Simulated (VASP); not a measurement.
# Se (P3_121) in VASP: further runs

Se is run at these levels: PBE+D3(BJ); tasks: single point.

Everything below comes from runs of VASP 6.6.1. Logs are shortened: lines on timing, memory, paths and dates and some standing lists are left out, and cuts for length are marked.

## (1) The cell of the first run

Symmetry: P3_121, No. 152, trigonal system. Conventional cell: a = 3.941 Å, b = 3.941 Å, c = 5.464 Å, α = 90.00°, β = 90.00°, γ = 120.00°. Se (site symmetry 2) has 6 Se at 2.71 to 3.03 Å within 3.6 Å.

## (2) Single point, PBE+D3(BJ) (c/a of the conventional cell at fixed volume 1.3865)

Input file INCAR:

```
PREC     = Accurate       # precision mode
ENCUT    = 520            # plane-wave cutoff, eV
EDIFF    = 1E-6           # SCF threshold, eV
ISMEAR   = 0              # smearing method
SIGMA    = 0.05           # smearing width, eV
LREAL    = F              # projectors in reciprocal space
LASPH    = T              # aspherical terms in the spheres
NELM     = 100            # most SCF steps
ALGO     = Normal         # electronic algorithm
ISIF     = 2              # what is computed and relaxed
LWAVE    = F              # write WAVECAR
LCHARG   = F              # write CHGCAR
GGA      = PE             # functional
IVDW     = 12             # dispersion correction
NBANDS   = 16             # bands
```

Input file KPOINTS:

```
Automatic mesh
0
Gamma
  9 9 8
```

Input file POSCAR:

```
Se
1.0
    3.9409371099      0.0000000000      0.0000000000
   -1.9704685549      3.4129516519      0.0000000000
    0.0000000000      0.0000000000      5.4641093028
Se
3
Direct
    0.2934348538      0.0000000000      0.3333333333
    0.0000000000      0.2934348538      0.6666666667
    0.7065651462      0.7065651462      0.0000000000
```

Potentials or basis: VASP PAW PBE potentials, release 64 (Se).

On the command line:

```
cat potpaw_PBE.64/Se/POTCAR > POTCAR
mpirun -np 1 vasp_std > vasp.out
```

OUTCAR:

```text
PREC = Accurate
   ENCUT = 520
   EDIFF = 1E-6
   ISMEAR = 0
   LREAL = F
   LASPH = T
   NELM = 100
   ISIF = 2
   GGA = PE
   IVDW = 12
 IVDW          = 12

 ion  position               nearest neighbor table
   1  0.293  0.000  0.333-   3 2.71   2 2.71
   2  0.000  0.293  0.667-   3 2.71   1 2.71
   3  0.707  0.707  0.000-   2 2.71   1 2.71

  LATTYP: Found a hexagonal cell.
 ALAT       =     3.9409371099
 C/A-ratio  =     1.3865000000

  Lattice vectors:

 A1 = (   3.9409371099,   0.0000000000,   0.0000000000)
 A2 = (  -1.9704685549,   3.4129516519,   0.0000000000)
 A3 = (   0.0000000000,   0.0000000000,   5.4641093028)

Analysis of symmetry for initial positions (statically):
=====================================================================
 Subroutine PRICEL returns:
 Original cell was already a primitive cell.

 Routine SETGRP: Setting up the symmetry group for a
 hexagonal supercell.

 Subroutine GETGRP returns: Found  6 space group operations
 (whereof  2 operations were pure point group operations)
 out of a pool of 24 trial point group operations.

The static configuration has the point symmetry C_2 .
 The point group associated with its full space group is D_3 .

Analysis of symmetry for dynamics (positions and initial velocities):
=====================================================================
 Subroutine PRICEL returns:
 Original cell was already a primitive cell.

 Routine SETGRP: Setting up the symmetry group for a
 hexagonal supercell.

 Subroutine GETGRP returns: Found  6 space group operations
 (whereof  2 operations were pure point group operations)
 out of a pool of 24 trial point group operations.

The dynamic configuration has the point symmetry C_2 .
 The point group associated with its full space group is D_3 .

 Subroutine INISYM returns: Found  6 space group operations
 (whereof  2 operations are pure point group operations),
 and found     1 'primitive' translations

----------------------------------------------------------------------------------------

                                     Primitive cell

  volume of cell :      73.4935

  direct lattice vectors                    reciprocal lattice vectors
     3.940937110  0.000000000  0.000000000     0.253746754  0.146500757  0.000000000
    -1.970468555  3.412951652  0.000000000     0.000000000  0.293001514  0.000000000
[... 88 lines left out ...]
   LREAL  =      F    real-space projection
   EDIFFG = 0.1E-04   stopping-criterion for IOM
   NSW    =      0    number of steps for IOM
   IBRION =     -1    ionic relax: 0-MD 1-quasi-New 2-CG
   NFREE  =      0    steps in history (QN), initial steepest desc. (CG)
   ISIF   =      2    stress and relaxation
   ISYM   =      2    0-nonsym 1-usesym 2-fastsym
   POTIM  = 0.5000    time-step for ionic-motion
   TEBEG  =    0.0;   TEEND  =   0.0 temperature during run
   PSTRESS=    0.0 pullay stress
   NELECT =      18.0000    total number of electrons
   NUPDOWN=      -1.0000    fix difference up-down
   EMIN   =  10.00;   EMAX   =-10.00  energy-range for DOS
   EFERMI =   0.00;   METHOD = LEGACY
   ISMEAR =     0;   SIGMA  =   0.05  broadening in eV -4-tet -1-fermi 0-gaus
   EFERMI_NEDOS =   21; number of points for ismear=-14 and -15
   IALGO  =     38    algorithm
   IMIX   =      4    mixing-type and parameters
     AMIX     =   0.40;   BMIX     =  1.00
     AMIX_MAG =   1.60;   BMIX_MAG =  1.00
  volume/ion in A,a.u.               =      24.50       165.32
  Fermi-wavevector in a.u.,A,eV,Ry     =   1.024274  1.935597 14.274368  1.049136
  Thomas-Fermi vector in A             =   2.158052
   LORBIT       =      0    0 simple, 1 ext, 2 COOP (PROOUT), +10 PAW based schemes
   GGA     = PE    functional components
   LHFCALC =     F    Hartree Fock is set to
   AEXX    =    0.0000 exact exchange contribution
   IVDW    =    12    specifies the selected vdW correction
   LEPSILON=     F    determine dielectric tensor
   LRPA    =     F    only Hartree local field effects (RPA)
 non-spin polarized calculation
 Gauss-broadening in eV      SIGMA  =   0.05
  energy-cutoff  :      520.00
  volume of cell :       73.49
 maximum number of plane-waves:      2012
 NGX is ok and might be reduce to    30
   NGX = 15   NGY = 15   NGZ = 21

 number of electron      18.0000001 magnetization

 Free energy of the ion-electron system (eV)
  ---------------------------------------------------
  ext. energy  EPLUGINS =         0.00000000
  ---------------------------------------------------
  free energy    TOTEN  =       -10.06832175 eV

  energy without entropy =      -10.06809846  energy(sigma->0) =      -10.06821011

 E-fermi :   3.7145     XC(G=0):  -9.5494

 val. band max:        3.6897206993   @ k =   0.3333   0.3333   0.5000
 cond. band min:       3.7158941684   @ k =   0.3333   0.3333   0.5000
 fundamental gap:      0.0261734691
 Fermi energy:         3.7144693983

 k-point     1 :       0.0000    0.0000    0.0000
  band No.  band energies     occupation
      1     -11.6800      2.00000
      2      -8.2833      2.00000
      3      -8.2833      2.00000
      4       0.9572      2.00000
      5       1.0200      2.00000
      6       1.0200      2.00000
[... 433 lines left out ...]
      3      -7.8494      2.00000
      4      -1.4221      2.00000
      5      -0.7764      2.00000
      6       0.2925      2.00000
[... 8 lines left out ...]
     15      13.1408      0.00000
     16      13.5746      0.00000

 [... further k-points ...]

------------------------ aborting loop because EDIFF is reached ----------------------------------------

 Edisp (eV)   -1.07023

 E8    (eV) :    -0.4422

  FORCE on cell =-STRESS in cart. coord.  units (eV):
  Direction    XX          YY          ZZ          XY          YZ          ZX
  --------------------------------------------------------------------------------------
  -------------------------------------------------------------------------------------
  Total      -2.40330    -2.40330    -4.10608    -0.00000    -0.00000     0.00000
  in kB     -52.39247   -52.39247   -89.51355    -0.00000    -0.00000     0.00000
  external pressure =      -64.77 kB  Pullay stress =        0.00 kB

 VOLUME and BASIS-vectors are now :
 -----------------------------------------------------------------------------
  energy-cutoff  :      520.00
  volume of cell :       73.49
      direct lattice vectors                 reciprocal lattice vectors
     3.940937110  0.000000000  0.000000000     0.253746754  0.146500757  0.000000000
    -1.970468555  3.412951652  0.000000000     0.000000000  0.293001514  0.000000000
     0.000000000  0.000000000  5.464109303     0.000000000  0.000000000  0.183012444

 POSITION                                       TOTAL-FORCE (eV/Angst)
 -----------------------------------------------------------------------------------
      1.15641      0.00000      1.82137        -0.731676     -0.000000      0.000000
     -0.57820      1.00148      3.64274         0.365838     -0.633650     -0.000000
      1.39226      2.41147      0.00000         0.365838      0.633650      0.000000
 -----------------------------------------------------------------------------------
    total drift:                               -0.000000     -0.000000      0.000000

  FREE ENERGIE OF THE ION-ELECTRON SYSTEM (eV)
  ---------------------------------------------------
  free  energy   TOTEN  =       -11.1385492716 eV

  energy  without entropy=      -11.1383259816  energy(sigma->0) =      -11.13843763
```

OSZICAR:

```text
N       E                     dE             d eps       ncg     rms          rms(c)
DAV:   1     0.777791801309E+02    0.77779E+02   -0.73833E+03  2592   0.950E+02
DAV:   2    -0.538266866193E+01   -0.83162E+02   -0.79050E+02  3456   0.154E+02
DAV:   3    -0.100528488315E+02   -0.46702E+01   -0.46503E+01  3096   0.405E+01
DAV:   4    -0.100817983438E+02   -0.28950E-01   -0.28944E-01  3616   0.382E+00
DAV:   5    -0.100819681571E+02   -0.16981E-03   -0.16981E-03  3224   0.285E-01    0.547E+00
DAV:   6    -0.100693684777E+02    0.12600E-01   -0.14557E-02  3544   0.776E-01    0.329E+00
DAV:   7    -0.100684548443E+02    0.91363E-03   -0.28571E-02  3288   0.109E+00    0.143E-01
DAV:   8    -0.100682548676E+02    0.19998E-03   -0.33057E-03  3256   0.334E-01    0.695E-02
DAV:   9    -0.100683139979E+02   -0.59130E-04   -0.12800E-04  3728   0.746E-02    0.249E-02
DAV:  10    -0.100683201509E+02   -0.61530E-05   -0.14763E-05  3424   0.237E-02    0.431E-03
DAV:  11    -0.100683215720E+02   -0.14211E-05   -0.14981E-06  3208   0.783E-03    0.261E-03
DAV:  12    -0.100683217541E+02   -0.18217E-06   -0.24160E-07  2560   0.315E-03
   1 F= -.11138549E+02 E0= -.11138438E+02  d E =-.223290E-03
```

Wall time 2 min (1 thread of AMD EPYC 7R13, shared host); peak memory 0.21 GiB.

What came out:

```
Free energy                : -11.1385 eV
Pressure                   : -6.5 GPa
Largest force              : 0.732 eV/Å
Band gap on the k mesh     : 0.03 eV, direct
Dispersion energy per atom : -0.357 eV
```

Forces in eV/Å, atoms in the order of the input:
```
Se  -0.732  0.000  0.000
Se   0.366 -0.634  0.000
Se   0.366  0.634  0.000
```

Stress tensor (GPa, compression positive):
```
-5.24  0.00  0.00
 0.00 -5.24  0.00
 0.00  0.00 -8.95
```

Levels at points of the mesh, in eV from the valence-band top:
```tsv
k point	band 6	band 7	band 8	band 9	band 10	band 11	band 12	band 13
(0.00, 0.00, 0.00)	-2.67	-1.78	-1.78	-1.16	1.12	1.12	1.85	6.65
(0.00, 0.00, 0.50)	-2.54	-1.03	-0.68	-0.68	0.26	0.26	0.30	5.38
```

## (3) Single point, PBE+D3(BJ) (c/a of the conventional cell at fixed volume 1.3235)

Input file INCAR:

```
SYSTEM = Se
ALGO = Normal ; EDIFF = 1E-6
ENCUT = 520 ; GGA = PE
ISIF = 2 ; ISMEAR = 0
IVDW = 12 ; LASPH = .True.
LCHARG = .False. ; LREAL = .False.
LWAVE = .False. ; NBANDS = 16
NELM = 100 ; PREC = Accurate
SIGMA = 0.05
```

Input file KPOINTS:

```
k-points
0
Gamma
  9 9 8
  0 0 0
```

Input file POSCAR:

```
Se
1.0
    4.0025012891      0.0000000000      0.0000000000
   -2.0012506446      3.4662677951      0.0000000000
    0.0000000000      0.0000000000      5.2973104561
Se
3
Direct
    0.1858920228      0.0000000000      0.3333333333
    0.0000000000      0.1858920228      0.6666666667
    0.8141079772      0.8141079772      0.0000000000
```

Potentials or basis: VASP PAW PBE potentials, release 64 (Se).

On the command line:

```
cat potpaw_PBE.64/Se/POTCAR > POTCAR
mpirun -np 1 vasp_std > vasp.out
```

OUTCAR:

```text
SYSTEM = Se
   EDIFF = 1E-6
   ENCUT = 520
   GGA = PE
   ISIF = 2
   ISMEAR = 0
   IVDW = 12
   LASPH = .True.
   LREAL = .False.
   NELM = 100
   PREC = Accurate
 IVDW          = 12

 ion  position               nearest neighbor table
   1  0.186  0.000  0.333-   3 2.19   2 2.19
   2  0.000  0.186  0.667-   3 2.19   1 2.19
   3  0.814  0.814  0.000-   1 2.19   2 2.19

  LATTYP: Found a hexagonal cell.
 ALAT       =     4.0025012891
 C/A-ratio  =     1.3235000000

  Lattice vectors:

 A1 = (   4.0025012891,   0.0000000000,   0.0000000000)
 A2 = (  -2.0012506446,   3.4662677951,   0.0000000000)
 A3 = (   0.0000000000,   0.0000000000,   5.2973104561)

Analysis of symmetry for initial positions (statically):
=====================================================================
 Subroutine PRICEL returns:
 Original cell was already a primitive cell.

 Routine SETGRP: Setting up the symmetry group for a
 hexagonal supercell.

 Subroutine GETGRP returns: Found  6 space group operations
 (whereof  2 operations were pure point group operations)
 out of a pool of 24 trial point group operations.

The static configuration has the point symmetry C_2 .
 The point group associated with its full space group is D_3 .

Analysis of symmetry for dynamics (positions and initial velocities):
=====================================================================
 Subroutine PRICEL returns:
 Original cell was already a primitive cell.

 Routine SETGRP: Setting up the symmetry group for a
 hexagonal supercell.

 Subroutine GETGRP returns: Found  6 space group operations
 (whereof  2 operations were pure point group operations)
 out of a pool of 24 trial point group operations.

The dynamic configuration has the point symmetry C_2 .
 The point group associated with its full space group is D_3 .

 Subroutine INISYM returns: Found  6 space group operations
 (whereof  2 operations are pure point group operations),
 and found     1 'primitive' translations

----------------------------------------------------------------------------------------

[... 118 lines left out ...]
   LORBIT       =      0    0 simple, 1 ext, 2 COOP (PROOUT), +10 PAW based schemes
   GGA     = PE    functional components
   LHFCALC =     F    Hartree Fock is set to
   AEXX    =    0.0000 exact exchange contribution
   IVDW    =    12    specifies the selected vdW correction
   LEPSILON=     F    determine dielectric tensor
   LRPA    =     F    only Hartree local field effects (RPA)
 non-spin polarized calculation
 Gauss-broadening in eV      SIGMA  =   0.05
  energy-cutoff  :      520.00
  volume of cell :       73.49
 maximum number of plane-waves:      2005
 NGX is ok and might be reduce to    30
   NGX = 15   NGY = 15   NGZ = 19

 number of electron      18.0000002 magnetization

 Free energy of the ion-electron system (eV)
  ---------------------------------------------------
  ext. energy  EPLUGINS =         0.00000000
  ---------------------------------------------------
  free energy    TOTEN  =        -9.00120756 eV

  energy without entropy =       -9.00075093  energy(sigma->0) =       -9.00097925

 E-fermi :   3.8193     XC(G=0):  -9.2649

 val. band max:        3.7668697409   @ k =   0.4444   0.1111   0.5000
 cond. band min:       3.8300150244   @ k =   0.3333   0.3333   0.5000
 fundamental gap:      0.0631452834
 Fermi energy:         3.8193222075

 k-point     1 :       0.0000    0.0000    0.0000
  band No.  band energies     occupation
      1     -13.5158      2.00000
      2      -8.9534      2.00000
      3      -8.9534      2.00000
      4      -0.3154      2.00000
      5      -0.3154      2.00000
      6       0.4341      2.00000
[... 433 lines left out ...]
      3      -7.8834      2.00000
      4      -2.0938      2.00000
      5      -1.5471      2.00000
      6       0.3103      2.00000
[... 8 lines left out ...]
     15      11.5793      0.00000
     16      12.8151      0.00000

 [... further k-points ...]

------------------------ aborting loop because EDIFF is reached ----------------------------------------

 Edisp (eV)   -1.06598

 E8    (eV) :    -0.4405

  FORCE on cell =-STRESS in cart. coord.  units (eV):
  Direction    XX          YY          ZZ          XY          YZ          ZX
  --------------------------------------------------------------------------------------
  -------------------------------------------------------------------------------------
  Total       4.90039     4.90039    13.00253    -0.00000     0.00000    -0.00000
  in kB     106.82971   106.82971   283.45853    -0.00000     0.00000    -0.00000
  external pressure =      165.71 kB  Pullay stress =        0.00 kB

 VOLUME and BASIS-vectors are now :
 -----------------------------------------------------------------------------
  energy-cutoff  :      520.00
  volume of cell :       73.49
      direct lattice vectors                 reciprocal lattice vectors
     4.002501289  0.000000000  0.000000000     0.249843767  0.144247366  0.000000000
    -2.001250645  3.466267795  0.000000000     0.000000000  0.288494732  0.000000000
     0.000000000  0.000000000  5.297310456     0.000000000  0.000000000  0.188775041

 POSITION                                       TOTAL-FORCE (eV/Angst)
 -----------------------------------------------------------------------------------
      0.74403      0.00000      1.76577         4.433740      0.000000      0.000000
     -0.37202      0.64435      3.53154        -2.216870      3.839732     -0.000000
      1.62923      2.82192      0.00000        -2.216870     -3.839732     -0.000000
 -----------------------------------------------------------------------------------
    total drift:                                0.000001      0.000001     -0.000000

  FREE ENERGIE OF THE ION-ELECTRON SYSTEM (eV)
  ---------------------------------------------------
  free  energy   TOTEN  =       -10.0671866059 eV

  energy  without entropy=      -10.0667299744  energy(sigma->0) =      -10.06695829
```

OSZICAR:

```text
N       E                     dE             d eps       ncg     rms          rms(c)
DAV:   1     0.835049897468E+02    0.83505E+02   -0.72778E+03  2592   0.941E+02
DAV:   2    -0.426548159839E+01   -0.87770E+02   -0.83497E+02  3416   0.159E+02
DAV:   3    -0.906102091491E+01   -0.47955E+01   -0.47729E+01  3448   0.423E+01
DAV:   4    -0.909170867864E+01   -0.30688E-01   -0.30683E-01  3160   0.397E+00
DAV:   5    -0.909192155229E+01   -0.21287E-03   -0.21287E-03  3504   0.323E-01    0.995E+00
DAV:   6    -0.901993142602E+01    0.71990E-01   -0.68762E-02  3280   0.139E+00    0.621E+00
DAV:   7    -0.900334038339E+01    0.16591E-01   -0.94471E-02  3200   0.170E+00    0.298E-01
DAV:   8    -0.900104906460E+01    0.22913E-02   -0.11371E-02  2920   0.646E-01    0.140E-01
DAV:   9    -0.900117297296E+01   -0.12391E-03   -0.93471E-04  3464   0.162E-01    0.474E-02
DAV:  10    -0.900120092711E+01   -0.27954E-04   -0.40260E-05  3232   0.408E-02    0.151E-02
DAV:  11    -0.900120719645E+01   -0.62693E-05   -0.11248E-05  3224   0.219E-02    0.354E-03
DAV:  12    -0.900120756101E+01   -0.36456E-06   -0.93728E-07  2904   0.655E-03
   1 F= -.10067187E+02 E0= -.10066958E+02  d E =-.456632E-03
```

stdout:

```text
POSCAR found type information on POSCAR Se
 POSCAR found :  1 types and       3 ions
 scaLAPACK will be used
 LDA part: xc-table for (Slater+PW92), standard interpolation
 POSCAR, INCAR and KPOINTS ok, starting setup
 FFT: planning ... GRIDC
 FFT: planning ... GRID_SOFT
 FFT: planning ... GRID
 WAVECAR not read
 entering main loop
```

Wall time 2.4 min (1 thread of AMD EPYC 7R13, shared host); peak memory 0.2 GiB.

Results:

```yaml
Free_energy: -10.0672 eV
Pressure: 16.6 GPa
Largest_force: 4.434 eV/Å
Band_gap_on_the_k_mesh: zero (filled and empty bands touch)
Dispersion_energy_per_atom: -0.355 eV
```

Forces in eV/Å, atoms in the order of the input:
```
Se   4.434  0.000  0.000
Se  -2.217  3.840  0.000
Se  -2.217 -3.840  0.000
```

Levels at points of the mesh, in eV from the Fermi level:
```tsv
k point	band 6	band 7	band 8	band 9	band 10	band 11	band 12	band 13
(0.00, 0.00, 0.00)	-3.39	-2.44	-2.44	-0.33	2.29	2.29	4.07	5.54
(0.00, 0.00, 0.50)	-3.38	-2.04	-1.25	-1.25	0.11	2.61	2.61	5.89
```

Caveat: pairwise dispersion overbinds metals, which lowers pressure and volume; forces of over 1 eV/Å act on the atoms, so gaps and moduli don't describe the material at rest.

[end of part 1 of 2]
